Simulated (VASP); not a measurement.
# CsPbBr3 (Pm-3m) in VASP: notebook

Runs on CsPbBr3. Level: PBEsol. Tasks: single point.

All numbers are computed with VASP 6.6.1; they aren't measurements. Logs are shortened: lines on timing, memory, paths and dates and some standing lists are left out, and cuts for length are marked.

## Step 1: The cell of the first run

The structure is cubic, space group Pm-3m (No. 221). The conventional cell has a = 5.625 Å, b = 5.625 Å, c = 5.625 Å, α = 90.00°, β = 90.00°, γ = 90.00°. Cs (site symmetry m-3m) has 12 Br at 3.98 Å and 8 Pb at 4.87 Å within 5.2 Å. Within 3.7 Å of Pb (site symmetry m-3m) lie 6 Br at 2.81 Å. Within 3.7 Å of Br (site symmetry 4/mmm) lie 2 Pb at 2.81 Å.

## Step 2: Single point, PBEsol (volume scaled by 0.88)

File INCAR:

```
SYSTEM = CsPbBr3
PREC = Accurate
ENCUT = 520
EDIFF = 1E-7
ISMEAR = 0
SIGMA = 0.02
LREAL = .False.
LASPH = .True.
NELM = 60
ALGO = Normal
ISIF = 2
LWAVE = .False.
LCHARG = .False.
GGA = PS
NBANDS = 30
```

File KPOINTS:

```
Automatic mesh
0
Gamma
  6 6 6
  0 0 0
```

File POSCAR:

```
CsPbBr3
1.0
    5.6251269122      0.0000000000      0.0000000000
    0.0000000000      5.6251269122      0.0000000000
    0.0000000000      0.0000000000      5.6251269122
Cs Pb Br
1 1 3
Direct
    0.0000000000      0.0000000000      0.0000000000
    0.5000000000      0.5000000000      0.5000000000
    0.0000000000      0.5000000000      0.5000000000
    0.5000000000      0.0000000000      0.5000000000
    0.5000000000      0.5000000000      0.0000000000
```

Potentials or basis: VASP PAW PBE potentials, release 64 (Cs_sv, Pb_d, Br).

The run is started by

```
$ cat potpaw_PBE.64/Cs_sv/POTCAR potpaw_PBE.64/Pb_d/POTCAR potpaw_PBE.64/Br/POTCAR > POTCAR
$ mpirun -np 1 vasp_std > vasp.out
```

OUTCAR:

```text
SYSTEM = CsPbBr3
   PREC = Accurate
   ENCUT = 520
   EDIFF = 1E-7
   ISMEAR = 0
   LREAL = .False.
   LASPH = .True.
   NELM = 60
   ISIF = 2
   GGA = PS

 ion  position               nearest neighbor table
   1  0.000  0.000  0.000-
   2  0.500  0.500  0.500-   3 2.81   4 2.81   5 2.81   5 2.81   4 2.81   3 2.81
   3  0.000  0.500  0.500-   2 2.81   2 2.81
   4  0.500  0.000  0.500-   2 2.81   2 2.81
   5  0.500  0.500  0.000-   2 2.81   2 2.81

  LATTYP: Found a simple cubic cell.
 ALAT       =     5.6251269122

  Lattice vectors:

 A1 = (   5.6251269122,   0.0000000000,   0.0000000000)
 A2 = (   0.0000000000,   5.6251269122,   0.0000000000)
 A3 = (   0.0000000000,   0.0000000000,   5.6251269122)

Analysis of symmetry for initial positions (statically):
=====================================================================
 Subroutine PRICEL returns:
 Original cell was already a primitive cell.

 Routine SETGRP: Setting up the symmetry group for a
 simple cubic supercell.

 Subroutine GETGRP returns: Found 48 space group operations
 (whereof 48 operations were pure point group operations)
 out of a pool of 48 trial point group operations.

The static configuration has the point symmetry O_h .

Analysis of symmetry for dynamics (positions and initial velocities):
=====================================================================
 Subroutine PRICEL returns:
 Original cell was already a primitive cell.

 Routine SETGRP: Setting up the symmetry group for a
 simple cubic supercell.

 Subroutine GETGRP returns: Found 48 space group operations
 (whereof 48 operations were pure point group operations)
 out of a pool of 48 trial point group operations.

The dynamic configuration has the point symmetry O_h .

 Subroutine INISYM returns: Found 48 space group operations
 (whereof 48 operations are pure point group operations),
 and found     1 'primitive' translations

----------------------------------------------------------------------------------------

                                     Primitive cell

  volume of cell :     177.9906

  direct lattice vectors                    reciprocal lattice vectors
     5.625126912  0.000000000  0.000000000     0.177773767  0.000000000  0.000000000
     0.000000000  5.625126912  0.000000000     0.000000000  0.177773767  0.000000000
[... 86 lines left out ...]
   EDIFF  = 0.1E-06   stopping-criterion for ELM
   LREAL  =      F    real-space projection
   EDIFFG = 0.1E-05   stopping-criterion for IOM
   NSW    =      0    number of steps for IOM
   IBRION =     -1    ionic relax: 0-MD 1-quasi-New 2-CG
   NFREE  =      0    steps in history (QN), initial steepest desc. (CG)
   ISIF   =      2    stress and relaxation
   ISYM   =      2    0-nonsym 1-usesym 2-fastsym
   POTIM  = 0.5000    time-step for ionic-motion
   TEBEG  =    0.0;   TEEND  =   0.0 temperature during run
   PSTRESS=    0.0 pullay stress
   NELECT =      44.0000    total number of electrons
   NUPDOWN=      -1.0000    fix difference up-down
   EMIN   =  10.00;   EMAX   =-10.00  energy-range for DOS
   EFERMI =   0.00;   METHOD = LEGACY
   ISMEAR =     0;   SIGMA  =   0.02  broadening in eV -4-tet -1-fermi 0-gaus
   EFERMI_NEDOS =   21; number of points for ismear=-14 and -15
   IALGO  =     38    algorithm
   IMIX   =      4    mixing-type and parameters
     AMIX     =   0.40;   BMIX     =  1.00
     AMIX_MAG =   1.60;   BMIX_MAG =  1.00
  volume/ion in A,a.u.               =      35.60       240.23
  Fermi-wavevector in a.u.,A,eV,Ry     =   1.027449  1.941596 14.362996  1.055650
  Thomas-Fermi vector in A             =   2.161394
   LORBIT       =      0    0 simple, 1 ext, 2 COOP (PROOUT), +10 PAW based schemes
   GGA     = PS    functional components
   LHFCALC =     F    Hartree Fock is set to
   AEXX    =    0.0000 exact exchange contribution
   IVDW    =     0    specifies the selected vdW correction
   LEPSILON=     F    determine dielectric tensor
   LRPA    =     F    only Hartree local field effects (RPA)
 non-spin polarized calculation
 Gauss-broadening in eV      SIGMA  =   0.02
  energy-cutoff  :      520.00
  volume of cell :      177.99
 maximum number of plane-waves:      4828
 NGX is ok and might be reduce to    42
   NGX = 21   NGY = 21   NGZ = 21

 number of electron      44.0000000 magnetization

 Free energy of the ion-electron system (eV)
  ---------------------------------------------------
  ext. energy  EPLUGINS =         0.00000000
  ---------------------------------------------------
  free energy    TOTEN  =       -16.54876153 eV

  energy without entropy =      -16.54876153  energy(sigma->0) =      -16.54876153

 E-fermi :   2.9931     XC(G=0):  -8.3881

 val. band max:        2.8659827004   @ k =   0.5000   0.5000   0.5000
 cond. band min:       3.6626257421   @ k =   0.5000   0.5000   0.5000
 fundamental gap:      0.7966430417
 Fermi energy:         2.9931007630

 k-point     1 :       0.0000    0.0000    0.0000
  band No.  band energies     occupation
      1     -19.2966      2.00000
      2     -14.7078      2.00000
      3     -14.7078      2.00000
      4     -14.3587      2.00000
      5     -14.3587      2.00000
      6     -14.3587      2.00000
[... 649 lines left out ...]
     29       7.2108      0.00000
     30       8.5746      0.00000

------------------------ aborting loop because EDIFF is reached ----------------------------------------

  FORCE on cell =-STRESS in cart. coord.  units (eV):
  Direction    XX          YY          ZZ          XY          YZ          ZX
  --------------------------------------------------------------------------------------
  -------------------------------------------------------------------------------------
  Total        4.1990097      4.1990097      4.1990097      0.0000000     -0.0000000      0.0000000
  in kB       37.7972748     37.7972748     37.7972748      0.0000000     -0.0000000      0.0000000
  external PRESSURE =      37.7972748 kB  Pullay stress =       0.0000000 kB

 VOLUME and BASIS-vectors are now :
 -----------------------------------------------------------------------------
  energy-cutoff  :      520.00
  volume of cell :      177.99
      direct lattice vectors                 reciprocal lattice vectors
     5.625126912  0.000000000  0.000000000     0.177773767  0.000000000  0.000000000
     0.000000000  5.625126912  0.000000000     0.000000000  0.177773767  0.000000000
     0.000000000  0.000000000  5.625126912     0.000000000  0.000000000  0.177773767

 POSITION                                       TOTAL-FORCE (eV/Angst)
 -----------------------------------------------------------------------------------
      0.00000      0.00000      0.00000         0.000000      0.000000      0.000000
      2.81256      2.81256      2.81256         0.000000      0.000000      0.000000
      0.00000      2.81256      2.81256         0.000000      0.000000      0.000000
      2.81256      0.00000      2.81256         0.000000      0.000000      0.000000
      2.81256      2.81256      0.00000         0.000000      0.000000      0.000000
 -----------------------------------------------------------------------------------
    total drift:                                0.000000     -0.000000     -0.000000

  FREE ENERGIE OF THE ION-ELECTRON SYSTEM (eV)
  ---------------------------------------------------
  free  energy   TOTEN  =       -16.5487615317 eV

  energy  without entropy=      -16.5487615317  energy(sigma->0) =      -16.54876153
```

stdout:

```text
POSCAR found type information on POSCAR CsPbBr
 POSCAR found :  3 types and       5 ions
 scaLAPACK will be used
 -----------------------------------------------------------------------------
|                                                                             |
|                                                                             |
|     You enforced a specific xc type in the INCAR file but a different       |
|     I HOPE YOU KNOW WHAT YOU ARE DOING!                                     |
|                                                                             |
 -----------------------------------------------------------------------------

 LDA part: xc-table for (Slater+PW92), standard interpolation
 POSCAR, INCAR and KPOINTS ok, starting setup
 FFT: planning ... GRIDC
 FFT: planning ... GRID_SOFT
 FFT: planning ... GRID
 WAVECAR not read
 entering main loop
```

Run time: 2.3 min. Hardware: 1 thread of AMD EPYC 7R13 (Zen 3), shared host; peak memory 0.28 GiB.

What came out:

- Free energy: -16.5488 eV
- Pressure: 3.8 GPa
- Band gap on the k mesh: 0.80 eV, direct

Caveat: the PAW data sets were made with another functional, which shifts forces and pressure a little; spin-orbit coupling is left out, which moves the levels of the heavy elements. A k mesh can miss the band edges.

## Step 3: Single point, PBEsol (volume scaled by 0.91)

File INCAR:

```
PREC = Accurate
ENCUT = 520
EDIFF = 1E-7
ISMEAR = 0
SIGMA = 0.02
LREAL = False
LASPH = True
NELM = 100
ALGO = Normal
ISIF = 2
LWAVE = False
LCHARG = True
GGA = PS
LELF = True
LVHAR = True
NBANDS = 30
```

File KPOINTS:

```
Automatic mesh
0
Gamma
  6 6 6
```

POSCAR: that of step 2 with these lines changed.

```diff
@@ -2,5 +2,5 @@
 1.0
-    5.6251269122      0.0000000000      0.0000000000
-    0.0000000000      5.6251269122      0.0000000000
-    0.0000000000      0.0000000000      5.6251269122
+    5.6883358760      0.0000000000      0.0000000000
+    0.0000000000      5.6883358760      0.0000000000
+    0.0000000000      0.0000000000      5.6883358760
 Cs Pb Br
```

Potentials or basis: VASP PAW PBE potentials, release 64 (Cs_sv, Pb_d, Br).

The run is started by

```
$ cat potpaw_PBE.64/Cs_sv/POTCAR potpaw_PBE.64/Pb_d/POTCAR potpaw_PBE.64/Br/POTCAR > POTCAR
$ mpirun -np 1 vasp_std > vasp.out
```

Wall time 2.1 min (1 thread of AMD EPYC 7R13 (Zen 3), shared host); peak memory 0.28 GiB.

The run converged. Its results:

| Quantity | Value |
| --- | --- |
| Free energy | -16.6695 eV |
| Pressure | 2.6 GPa |
| Band gap on the k mesh | 0.98 eV, direct |

Levels at points of the mesh, in eV from the valence-band top:
```csv
k point,band 19,band 20,band 21,band 22,band 23,band 24,band 25,band 26
"(0.00, 0.00, 0.00)",-2.91,-2.74,-2.74,-2.74,2.34,3.28,3.28,4.07
"(0.50, 0.00, 0.00)",-3.07,-2.90,-2.90,-1.80,2.24,3.91,4.48,4.50
"(0.50, 0.50, 0.00)",-3.19,-2.90,-2.34,-0.89,1.66,1.66,4.59,4.62
"(0.50, 0.50, 0.50)",-2.32,-2.32,-2.32,0.00,0.98,0.98,0.98,3.83
```

Caveat: the PAW data sets were made with another functional, which shifts forces and pressure a little; spin-orbit coupling is left out, which moves the levels of the heavy elements.

## Step 4: Single point, PBEsol (volume scaled by 0.94)

File INCAR:

```
SYSTEM = CsPbBr3
PREC = Accurate
ENCUT = 520
EDIFF = 1E-6
ISMEAR = 0
SIGMA = 0.02
LREAL = .False.
LASPH = .True.
NELM = 100
ALGO = Normal
ISIF = 2
LWAVE = .False.
LCHARG = .True.
GGA = PS
LELF = .True.
LVHAR = .True.
NBANDS = 30
```

File KPOINTS:

```
Automatic mesh
0
Gamma
  6 6 6
  0 0 0
```

POSCAR: that of step 3 with these lines changed.

```diff
@@ -2,5 +2,5 @@
 1.0
-    5.6883358760      0.0000000000      0.0000000000
-    0.0000000000      5.6883358760      0.0000000000
-    0.0000000000      0.0000000000      5.6883358760
+    5.7501704582      0.0000000000      0.0000000000
+    0.0000000000      5.7501704582      0.0000000000
+    0.0000000000      0.0000000000      5.7501704582
 Cs Pb Br
```

The run is started by

```
$ cat potpaw_PBE.64/Cs_sv/POTCAR potpaw_PBE.64/Pb_d/POTCAR potpaw_PBE.64/Br/POTCAR > POTCAR
$ mpirun -np 1 vasp_std > vasp.out
```

It took 2.4 min on 1 thread of AMD EPYC 7R13 (Zen 3), shared host; peak memory 0.35 GiB.

The run converged. Its results:

| Property | Result |
| --- | --- |
| Free energy | -16.7486 eV |
| Pressure | 1.6 GPa |
| Band gap on the k mesh | 1.15 eV, direct |

Levels at points of the mesh, in eV from the valence-band top:
| k point | band 18 | band 19 | band 20 | band 21 | band 22 | band 23 | band 24 | band 25 | band 26 | band 27 |
| --- | --- | --- | --- | --- | --- | --- | --- | --- | --- | --- |
| (0.00, 0.00, 0.00) | -2.65 | -2.65 | -2.49 | -2.49 | -2.49 | 2.53 | 3.55 | 3.55 | 4.32 | 4.32 |
| (0.50, 0.00, 0.00) | -2.80 | -2.80 | -2.63 | -2.63 | -1.68 | 2.34 | 4.07 | 4.65 | 4.70 | 4.94 |
| (0.50, 0.50, 0.00) | -2.91 | -2.91 | -2.68 | -2.10 | -0.82 | 1.78 | 1.78 | 4.69 | 4.77 | 5.23 |
| (0.50, 0.50, 0.50) | -2.68 | -2.09 | -2.09 | -2.09 | 0.00 | 1.15 | 1.15 | 1.15 | 4.03 | 4.77 |

Caveat: the PAW data sets were made with another functional, which shifts forces and pressure a little; spin-orbit coupling is left out, which moves the levels of the heavy elements. A k mesh can miss the band edges.

## Step 5: Single point, PBEsol (volume scaled by 0.97)

File INCAR:

```
SYSTEM = CsPbBr3
ALGO     = Normal         ! electronic algorithm
EDIFF    = 1E-6           ! SCF threshold, eV
ENCUT    = 520            ! plane-wave cutoff, eV
GGA      = PS             ! functional
ISIF     = 2              ! what is computed and relaxed
ISMEAR   = 0              ! smearing method
LASPH    = .True.         ! aspherical terms in the spheres
LCHARG   = .True.         ! write CHGCAR
LELF     = .True.         ! ELF
LREAL    = .False.        ! projectors in reciprocal space
LVHAR    = .True.       
LWAVE    = .False.        ! write WAVECAR
NBANDS   = 30             ! bands
NELM     = 100            ! most SCF steps
PREC     = Accurate       ! precision mode
SIGMA    = 0.02           ! smearing width, eV
```

File KPOINTS:

```
k-points
0
Gamma
  6 6 6
  0 0 0
```

POSCAR: that of step 4 with these lines changed.

```diff
@@ -2,5 +2,5 @@
 1.0
-    5.7501704582      0.0000000000      0.0000000000
-    0.0000000000      5.7501704582      0.0000000000
-    0.0000000000      0.0000000000      5.7501704582
+    5.8107030166      0.0000000000      0.0000000000
+    0.0000000000      5.8107030166      0.0000000000
+    0.0000000000      0.0000000000      5.8107030166
 Cs Pb Br
```

The run is started by

```
$ cat potpaw_PBE.64/Cs_sv/POTCAR potpaw_PBE.64/Pb_d/POTCAR potpaw_PBE.64/Br/POTCAR > POTCAR
$ mpirun -np 1 vasp_std > vasp.out
```

Wall time 1.9 min (1 thread of AMD EPYC 7R13 (Zen 3), shared host); peak memory 0.35 GiB.

The run converged. Its results:

```
Free energy            : -16.7928 eV
Pressure               : 0.7 GPa
Band gap on the k mesh : 1.29 eV, direct
```

Levels at points of the mesh, in eV from the valence-band top:
| k point | band 20 | band 21 | band 22 | band 23 | band 24 | band 25 |
| --- | --- | --- | --- | --- | --- | --- |
| (0.00, 0.00, 0.00) | -2.27 | -2.27 | -2.27 | 2.71 | 3.79 | 3.79 |
| (0.50, 0.00, 0.00) | -2.39 | -2.39 | -1.56 | 2.42 | 4.22 | 4.80 |
| (0.50, 0.50, 0.00) | -2.48 | -1.89 | -0.77 | 1.90 | 1.90 | 4.76 |
| (0.50, 0.50, 0.50) | -1.87 | -1.87 | 0.00 | 1.29 | 1.29 | 1.29 |

Caveat: the PAW data sets were made with another functional, which shifts forces and pressure a little; spin-orbit coupling is left out, which moves the levels of the heavy elements. A k mesh can miss the band edges.

## Step 6: Overview

```csv
cell,gap on the mesh (eV),pressure (GPa)
"a = 5.625 Å, 5 atoms",0.80,3.8
"a = 5.688 Å, 5 atoms",0.98,2.6
"a = 5.750 Å, 5 atoms",1.15,1.6
"a = 5.811 Å, 5 atoms",1.29,0.7
```

Alike in all rows: task single point; level PBEsol; potentials or basis VASP PAW PBE potentials, release 64 (Cs_sv, Pb_d, Br); no spin polarisation; k mesh 6 × 6 × 6; cutoff (eV) 520; smearing gaussian 0.02 eV.

Caveats: the PAW data sets were made with another functional, which shifts forces and pressure a little; spin-orbit coupling is left out, which moves the levels of the heavy elements.

Absolute energies hang on the potentials; compare differences alone.
